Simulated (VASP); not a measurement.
The system is TiAl.

```
Ti Al
1.0
     2.80873    0.00000    0.00000
    -1.40437    2.43243    0.00000
     0.00000    0.00000    4.58259
Ti Al
1 1
Cartesian
  0.0000 0.0000 0.0000
  0.0000 1.6216 2.2913
```

Base run:

| Property | Result |
| --- | --- |
| Program | VASP 6.6.1 |
| Functional | PBEsol |
| Potentials or basis | VASP PAW PBE potentials, release 64 (Ti_sv, Al) |
| Cutoff | 520 eV |
| k mesh | 11 × 11 × 6 |
| Occupations | fermi-dirac, width 0.05 eV |
| Spin | no spin polarisation |

Its results: pressure 4.2 GPa.

Task: The run is repeated on the same cell with these changes: functional from PBEsol to PBE. What comes out?

Result: Pressure 7.6 GPa.

PBE binds less tightly than PBEsol, so the same cell stands under more pressure.

Caveats: the PAW data sets were made with another functional, which shifts forces and pressure a little (some runs).
